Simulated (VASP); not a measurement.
# MgSi11O24 (a cell with a defect) in VASP: single point with PBEsol

Aim: the single point of MgSi11O24 (a cell with a defect) with PBEsol.

Everything below comes from runs of VASP 6.6.1. Logs are shortened: lines on timing, memory, paths and dates and some standing lists are left out, and cuts for length are marked.

### 1 The cell of the first run

The cell holds a defect, 72 atoms: a = 8.389 Å, b = 8.389 Å, c = 8.036 Å, α = 90.00°, β = 90.00°, γ = 90.00°.

### 2 Single point, PBEsol

File INCAR:

```
PREC = Accurate
ENCUT = 520
EDIFF = 1E-6
ISMEAR = -1
SIGMA = 0.05
LREAL = Auto
LASPH = T
NELM = 100
ALGO = Normal
ISIF = 2
LWAVE = F
LCHARG = F
GGA = PS
ISYM = 0
NBANDS = 232
```

File KPOINTS:

```
Automatic mesh
0
Gamma
  1 1 1
  0.25 0.25 0.25
```

File POSCAR:

```
MgSi11O24
1.0
    8.3886930000      0.0000000000      0.0000000000
    0.0000000000      8.3886930000      0.0000000000
    0.0000000000      0.0000000000      8.0356430000
Mg Si O
2 22 48
Direct
    0.9999850000      0.0000620000      0.0003230000
    0.5001740000      0.5002570000      0.3326540000
    0.0001040000      0.0001060000      0.3324500000
    0.0001820000      0.0002330000      0.6669510000
    0.0000140000      0.5000100000      0.9997120000
    0.0002130000      0.5001960000      0.3332690000
    0.0000430000      0.5001700000      0.6664780000
    0.4999870000      0.0000800000      0.9997100000
    0.5001190000      0.0002130000      0.3332540000
    0.5001310000      0.0000870000      0.6664940000
    0.5001120000      0.5001040000      0.0005170000
    0.4999980000      0.5000260000      0.6660220000
    0.2500910000      0.2501340000      0.1664870000
    0.2481680000      0.2481980000      0.4981180000
    0.2520240000      0.2520320000      0.8348660000
    0.2500580000      0.7501400000      0.1664900000
    0.2516700000      0.7484710000      0.5016120000
    0.2485460000      0.7517450000      0.8313520000
    0.7500610000      0.2501540000      0.1664840000
    0.7484410000      0.2516870000      0.5016210000
    0.7517590000      0.2485280000      0.8313580000
    0.7501020000      0.7501270000      0.1664890000
    0.7518770000      0.7519380000      0.4979970000
    0.7482970000      0.7483240000      0.8349660000
    0.1625130000      0.1625320000      0.9991610000
    0.1487150000      0.1487230000      0.3326390000
    0.1536690000      0.1536680000      0.6669760000
    0.1478650000      0.6565210000      0.9974650000
    0.1565700000      0.6478620000      0.3354490000
    0.1509920000      0.6511360000      0.6664590000
    0.6565000000      0.1478930000      0.9974800000
    0.6478280000      0.1566090000      0.3354410000
    0.6510990000      0.1510030000      0.6664500000
    0.6485870000      0.6485920000      0.0000190000
    0.6624930000      0.6625400000      0.3332610000
    0.6537520000      0.6537710000      0.6657260000
    0.3514920000      0.3515060000      0.0003540000
    0.3376600000      0.3377380000      0.3338260000
    0.3465310000      0.3465610000      0.6660370000
    0.3435990000      0.8523780000      0.9975250000
    0.3523020000      0.8436970000      0.3354970000
    0.3492050000      0.8491290000      0.6665270000
    0.8523410000      0.3436420000      0.9975380000
    0.8436690000      0.3523770000      0.3355100000
    0.8490770000      0.3492350000      0.6665070000
    0.8376870000      0.8377230000      0.9997010000
    0.8516000000      0.8516640000      0.3329380000
    0.8464340000      0.8464910000      0.6672090000
    0.0962710000      0.4039210000      0.1665080000
    0.0946390000      0.4009540000      0.5004270000
    0.0992470000      0.4055600000      0.8325750000
    0.1051760000      0.8950730000      0.1838450000
    0.0980260000      0.9021770000      0.5005880000
    0.1036210000      0.8966590000      0.8157670000
    0.6051390000      0.3950230000      0.1491430000
    0.6035100000      0.3965930000      0.5172230000
    0.5980350000      0.4021650000      0.8324100000
    0.5963670000      0.9038260000      0.1664820000
    0.5991450000      0.9056190000      0.5003100000
    0.5945950000      0.9010440000      0.8326730000
    0.4038970000      0.0963140000      0.1664790000
    0.4009250000      0.0946820000      0.5004010000
    0.4055470000      0.0992900000      0.8325750000
    0.3949670000      0.6051920000      0.1490860000
    0.3965710000      0.6035720000      0.5172430000
    0.4021550000      0.5980450000      0.8324020000
    0.8950210000      0.1052700000      0.1838650000
    0.9021590000      0.0980750000      0.5005330000
    0.8966710000      0.1036460000      0.8157220000
    0.9037970000      0.5964240000      0.1664810000
    0.9055840000      0.5992110000      0.5003010000
    0.9010220000      0.5946380000      0.8326290000
```

Potentials or basis: VASP PAW PBE potentials, release 64 (Mg, Si, O).

Run with:

```
$ cat potpaw_PBE.64/Mg/POTCAR potpaw_PBE.64/Si/POTCAR potpaw_PBE.64/O/POTCAR > POTCAR
$ mpirun -np 1 vasp_std > vasp.out
```

OUTCAR:

```text
PREC = Accurate
   ENCUT = 520
   EDIFF = 1E-6
   ISMEAR = -1
   LREAL = Auto
   LASPH = T
   NELM = 100
   ISIF = 2
   GGA = PS
   ISYM = 0

 ion  position               nearest neighbor table
   1  1.000  0.000  0.000-  69 1.93  54 1.93  46 1.93  25 1.93  52 1.93  67 1.93   3 2.67   4 2.68
                            21 3.24  18 3.25  22 3.25  16 3.25  19 3.25  13 3.25  24 3.27  15 3.27
   2  0.500  0.500  0.333-  65 1.93  56 1.93  35 1.93  38 1.93  55 1.93  64 1.93  11 2.67  12 2.68
                            17 3.24  20 3.24  22 3.25  19 3.25  16 3.25  13 3.25  23 3.27  14 3.27
   3  0.000  0.000  0.332-  52 1.73  67 1.73  47 1.76  26 1.76  68 1.78  53 1.78   1 2.67   4 2.69

   4  0.000  0.000  0.667-  69 1.71  54 1.71  53 1.77  68 1.77  27 1.82  48 1.82   1 2.68   3 2.69

   5  0.000  0.500  1.000-  49 1.76  70 1.76  72 1.77  51 1.77  43 1.80  28 1.81   7 2.68   6 2.68

   6  0.000  0.500  0.333-  49 1.76  70 1.76  71 1.77  50 1.77  29 1.80  44 1.81   7 2.68   5 2.68

   7  0.000  0.500  0.666-  72 1.76  71 1.76  50 1.76  51 1.76  45 1.79  30 1.79   6 2.68   5 2.68

   8  0.500  0.000  1.000-  61 1.76  58 1.76  60 1.77  63 1.77  40 1.80  31 1.81  10 2.68   9 2.68

   9  0.500  0.000  0.333-  61 1.76  58 1.76  59 1.77  62 1.77  32 1.80  41 1.81  10 2.68   8 2.68

  10  0.500  0.000  0.666-  59 1.76  60 1.76  63 1.76  62 1.76  42 1.79  33 1.79   8 2.68   9 2.68

  11  0.500  0.500  0.001-  55 1.73  64 1.73  34 1.76  37 1.76  57 1.78  66 1.78   2 2.67  12 2.69

  12  0.500  0.500  0.666-  56 1.71  65 1.71  66 1.77  57 1.77  39 1.82  36 1.82   2 2.68  11 2.69
[... 71 lines left out ...]
  71  0.906  0.599  0.500-   7 1.76   6 1.77  23 1.82
  72  0.901  0.595  0.833-   7 1.76   5 1.77  24 1.82

IMPORTANT INFORMATION: All symmetrisations will be switched off!
NOSYMM: (Re-)initialisation of all symmetry stuff for point group C_1.

----------------------------------------------------------------------------------------

                                     Primitive cell

  volume of cell :     565.4696

  direct lattice vectors                    reciprocal lattice vectors
     8.388693000  0.000000000  0.000000000     0.119208082  0.000000000  0.000000000
     0.000000000  8.388693000  0.000000000     0.000000000  0.119208082  0.000000000
     0.000000000  0.000000000  8.035643000     0.000000000  0.000000000  0.124445548

  length of vectors
     8.388693000  8.388693000  8.035643000     0.119208082  0.119208082  0.124445548

  position of ions in fractional coordinates (direct lattice)
     0.999985000  0.000062000  0.000323000
     0.500174000  0.500257000  0.332654000
     0.000104000  0.000106000  0.332450000
     0.000182000  0.000233000  0.666951000
     0.000014000  0.500010000  0.999712000
     0.000213000  0.500196000  0.333269000
[... 64 lines left out ...]
     0.905584000  0.599211000  0.500301000
     0.901022000  0.594638000  0.832629000

  ion indices of the primitive-cell ions
   primitive index   ion index
                 1           1
                 2           2
                 3           3
                 4           4
                 5           5
                 6           6
[... 64 lines left out ...]
                71          71
                72          72

----------------------------------------------------------------------------------------

 KPOINTS: Automatic mesh

Automatic generation of k-mesh.
 Grid dimensions read from file:
 generate k-points for:    1    1    1

 Generating k-lattice:

  Cartesian coordinates                     Fractional coordinates (reciprocal lattice)
     0.119208082  0.000000000  0.000000000     1.000000000  0.000000000  0.000000000
     0.000000000  0.119208082  0.000000000     0.000000000  1.000000000  0.000000000
     0.000000000  0.000000000  0.124445548     0.000000000  0.000000000  1.000000000

  Length of vectors
     0.119208082  0.119208082  0.124445548

  Shift w.r.t. Gamma in fractional coordinates (k-lattice)
     0.250000000  0.250000000  0.250000000

 Subroutine IBZKPT returns following result:
 ===========================================

 Found      4 irreducible k-points:

 Following reciprocal coordinates:
            Coordinates               Weight
  0.250000  0.250000  0.250000      2.000000
 -0.250000  0.250000  0.250000      2.000000
 -0.250000 -0.250000  0.250000      2.000000
  0.250000 -0.250000  0.250000      2.000000
   k-points           NKPTS =      4   k-points in BZ     NKDIM =      4   number of bands    NBANDS=    232
   number of dos      NEDOS =    301   number of ions     NIONS =     72
   total plane-waves  NPLWV = 245760
   dimension x,y,z NGX =    64 NGY =   64 NGZ =   60
   dimension x,y,z NGXF=   128 NGYF=  128 NGZF=  120
   ions per type =               2  22  48
   NGX,Y,Z   is equivalent  to a cutoff of  12.68, 12.68, 12.41 a.u.
   NGXF,Y,Z  is equivalent  to a cutoff of  25.37, 25.37, 24.83 a.u.
 SYSTEM =  unknown system
   PREC   = accura    normal or accurate (medium, high low for compatibility)
   ISTART =      0    job   : 0-new  1-cont  2-samecut
   ICHARG =      2    charge: 1-file 2-atom 10-const
   ISPIN  =      1    spin polarized calculation?
   LNONCOLLINEAR =      F non collinear calculations
   LSORBIT =      F    spin-orbit coupling
   LASPH  =      T    aspherical Exc in radial PAW
   ENCUT  =  520.0 eV  38.22 Ry    6.18 a.u.  15.60 15.60 14.94*2*pi/ulx,y,z
   NELM   =    100;   NELMIN=  2; NELMDL= -5     # of ELM steps
   EDIFF  = 0.1E-05   stopping-criterion for ELM
   LREAL  =      T    real-space projection
   EDIFFG = 0.1E-04   stopping-criterion for IOM
   NSW    =      0    number of steps for IOM
   IBRION =     -1    ionic relax: 0-MD 1-quasi-New 2-CG
   NFREE  =      0    steps in history (QN), initial steepest desc. (CG)
   ISIF   =      2    stress and relaxation
   ISYM   =      0    0-nonsym 1-usesym 2-fastsym
   POTIM  = 0.5000    time-step for ionic-motion
   TEBEG  =    0.0;   TEEND  =   0.0 temperature during run
   PSTRESS=    0.0 pullay stress
   NELECT =     380.0000    total number of electrons
   NUPDOWN=      -1.0000    fix difference up-down
   EMIN   =  10.00;   EMAX   =-10.00  energy-range for DOS
   EFERMI =   0.00;   METHOD = LEGACY
   ISMEAR =    -1;   SIGMA  =   0.05  broadening in eV -4-tet -1-fermi 0-gaus
   EFERMI_NEDOS =   21; number of points for ismear=-14 and -15
   IALGO  =     38    algorithm
   IMIX   =      4    mixing-type and parameters
     AMIX     =   0.40;   BMIX     =  1.00
     AMIX_MAG =   1.60;   BMIX_MAG =  1.00
  volume/ion in A,a.u.               =       7.85        53.00
  Fermi-wavevector in a.u.,A,eV,Ry     =   1.433947  2.709766 27.976335  2.056203
  Thomas-Fermi vector in A             =   2.553409
   LORBIT       =      0    0 simple, 1 ext, 2 COOP (PROOUT), +10 PAW based schemes
   GGA     = PS    functional components
   LHFCALC =     F    Hartree Fock is set to
   AEXX    =    0.0000 exact exchange contribution
   IVDW    =     0    specifies the selected vdW correction
   LEPSILON=     F    determine dielectric tensor
   LRPA    =     F    only Hartree local field effects (RPA)
 non-spin polarized calculation
  energy-cutoff  :      520.00
  volume of cell :      565.47
 maximum number of plane-waves:     15222
 NGX is ok and might be reduce to    64
   NGX = 31   NGY = 31   NGZ = 29

 number of electron     379.9999854 magnetization

 Free energy of the ion-electron system (eV)
  ---------------------------------------------------
  ext. energy  EPLUGINS =         0.00000000
  ---------------------------------------------------
  free energy    TOTEN  =      -569.49979482 eV

  energy without entropy =     -569.32428126  energy(sigma->0) =     -569.41203804

 E-fermi :   6.9007     XC(G=0): -12.4181

 val. band max:        6.8835073161   @ k =   0.2500  -0.2500   0.2500
 cond. band min:       6.9007588872   @ k =  -0.2500  -0.2500   0.2500
 fundamental gap:      0.0172515710
 Fermi energy:         6.9007250255

 k-point     1 :       0.2500    0.2500    0.2500
  band No.  band energies     occupation
      1     -14.5986      2.00000
      2     -14.1485      2.00000
      3     -13.9510      2.00000
      4     -13.7434      2.00000
      5     -13.5007      2.00000
      6     -13.4628      2.00000
[... 194 lines left out ...]
    201      15.6247      0.00000
    202      15.6398      0.00000

 k-point     2 :      -0.2500    0.2500    0.2500
  band No.  band energies     occupation
      1     -14.6011      2.00000
      2     -14.1306      2.00000
      3     -13.9566      2.00000
      4     -13.7660      2.00000
      5     -13.4864      2.00000
      6     -13.4728      2.00000
[... 194 lines left out ...]
    201      15.4741      0.00000
    202      15.7788      0.00000

 k-point     3 :      -0.2500   -0.2500    0.2500
  band No.  band energies     occupation
      1     -14.5987      2.00000
      2     -14.1484      2.00000
      3     -13.9497      2.00000
      4     -13.7447      2.00000
      5     -13.5009      2.00000
      6     -13.4626      2.00000
[... 194 lines left out ...]
    201      15.6248      0.00000
    202      15.6393      0.00000

 k-point     4 :       0.2500   -0.2500    0.2500
  band No.  band energies     occupation
      1     -14.6011      2.00000
      2     -14.1306      2.00000
      3     -13.9566      2.00000
      4     -13.7660      2.00000
      5     -13.4864      2.00000
      6     -13.4727      2.00000
[... 194 lines left out ...]
    201      15.4742      0.00000
    202      15.7786      0.00000
 [bands above 202 left out]

------------------------ aborting loop because EDIFF is reached ----------------------------------------

  FORCE on cell =-STRESS in cart. coord.  units (eV):
  Direction    XX          YY          ZZ          XY          YZ          ZX
  --------------------------------------------------------------------------------------
  -------------------------------------------------------------------------------------
  Total       25.4448509     25.4300743     36.8356128     11.4316638     -0.1410487     -0.1597434
  in kB       72.0943545     72.0524869    104.3684530     32.3899882     -0.3996414     -0.4526102
  external PRESSURE =      82.8384315 kB  Pullay stress =       0.0000000 kB

 VOLUME and BASIS-vectors are now :
 -----------------------------------------------------------------------------
  energy-cutoff  :      520.00
  volume of cell :      565.47
      direct lattice vectors                 reciprocal lattice vectors
     8.388693000  0.000000000  0.000000000     0.119208082  0.000000000  0.000000000
     0.000000000  8.388693000  0.000000000     0.000000000  0.119208082  0.000000000
     0.000000000  0.000000000  8.035643000     0.000000000  0.000000000  0.124445548

 POSITION                                       TOTAL-FORCE (eV/Angst)
 -----------------------------------------------------------------------------------
      8.38857      0.00052      0.00260         0.015162      0.013232      0.002504
      4.19581      4.19650      2.67309        -0.016035     -0.017122     -0.004417
      0.00087      0.00089      2.67145         0.003906      0.011509     -0.004343
      0.00153      0.00195      5.35938        -0.014760     -0.023248      0.033307
      0.00012      4.19443      8.03333         0.010607      0.016741     -0.019097
      0.00179      4.19599      2.67803        -0.020381     -0.010272      0.017874
[... 64 lines left out ...]
      7.59667      5.02660      4.02024        -0.054556      0.063008     -0.005062
      7.55840      4.98824      6.69071        -0.062696      0.056146      0.009562
 -----------------------------------------------------------------------------------
    total drift:                                0.003822      0.003540     -0.017356

  FREE ENERGIE OF THE ION-ELECTRON SYSTEM (eV)
  ---------------------------------------------------
  free  energy   TOTEN  =      -569.4997948188 eV

  energy  without entropy=     -569.3242812582  energy(sigma->0) =     -569.41203804
```

Wall time 15 min (1 thread of Intel Xeon Platinum 8488C (Sapphire Rapids), shared host); peak memory 0.72 GiB.

Results:

```
Free energy            : -569.4998 eV
Pressure               : 8.3 GPa
Largest force          : 0.142 eV/Å
Band gap on the k mesh : zero (band 190 reaches 6.90 eV, above the bottom of band 191 at 6.88 eV)
```

Forces in eV/Å, atoms in the order of the input:
```
Mg   0.015  0.013  0.003
Mg  -0.016 -0.017 -0.004
Si   0.004  0.012 -0.004
Si  -0.015 -0.023  0.033
Si   0.011  0.017 -0.019
Si  -0.020 -0.010  0.018
Si   0.010 -0.010  0.002
Si   0.017  0.004 -0.017
Si  -0.005 -0.016  0.019
Si  -0.009  0.008 -0.001
Si  -0.009 -0.005  0.004
Si   0.018  0.017 -0.032
Si   0.000 -0.001  0.002
Si  -0.007 -0.007  0.062
Si   0.007  0.011 -0.061
Si   0.002 -0.003 -0.003
Si  -0.009  0.028 -0.011
Si   0.006 -0.024  0.017
Si   0.003 -0.004  0.004
Si   0.025 -0.005 -0.018
Si  -0.028  0.010  0.014
Si  -0.002  0.000 -0.002
Si   0.026  0.024  0.073
Si  -0.024 -0.023 -0.076
O   -0.092 -0.091  0.053
O   -0.039 -0.038  0.018
O   -0.004 -0.003  0.019
O   -0.032 -0.028 -0.002
O   -0.034 -0.027  0.009
O   -0.022 -0.031  0.006
O   -0.026 -0.029 -0.004
O   -0.029 -0.035  0.010
O   -0.028 -0.021  0.008
O    0.001  0.002  0.015
O   -0.081 -0.081  0.047
O   -0.034 -0.033  0.019
O    0.036  0.037 -0.020
O    0.094  0.091 -0.055
O    0.003  0.004 -0.024
O    0.037  0.031 -0.009
O    0.031  0.030  0.003
O    0.020  0.026 -0.008
O    0.030  0.036 -0.012
O    0.027  0.030  0.003
O    0.028  0.021 -0.005
O    0.082  0.082 -0.049
O   -0.004 -0.005 -0.014
O    0.034  0.033 -0.013
O    0.067 -0.067 -0.002
O    0.042 -0.043 -0.012
O    0.043 -0.040  0.008
O   -0.055  0.051 -0.008
O    0.003  0.003 -0.018
O   -0.047  0.042  0.014
O   -0.054  0.057  0.007
O   -0.038  0.042 -0.016
O   -0.004 -0.002  0.014
O    0.041 -0.040  0.001
O    0.065 -0.056 -0.007
O    0.057 -0.061  0.003
O   -0.070  0.069  0.003
O   -0.044  0.041 -0.010
O   -0.042  0.044  0.008
O    0.057 -0.053  0.011
O    0.043 -0.040 -0.016
O   -0.001 -0.003  0.016
O    0.056 -0.060 -0.008
O    0.003  0.002 -0.010
O    0.037 -0.043  0.020
O   -0.039  0.040  0.001
O   -0.055  0.063 -0.005
O   -0.063  0.056  0.010
```

Stress tensor (GPa, compression positive):
```
 7.21  3.24 -0.05
 3.24  7.21 -0.04
-0.05 -0.04 10.44
```

Levels at points of the mesh, in eV from the Fermi level:
```
           k point  band 188  band 189  band 190  band 191  band 192  band 193
(0.25, 0.25, 0.25)     -0.21     -0.16      0.00      0.02      0.48      7.04
```

Caveat: the k points lie up to 0.78 Å⁻¹ apart; the PAW data sets were made with another functional, which shifts forces and pressure a little.
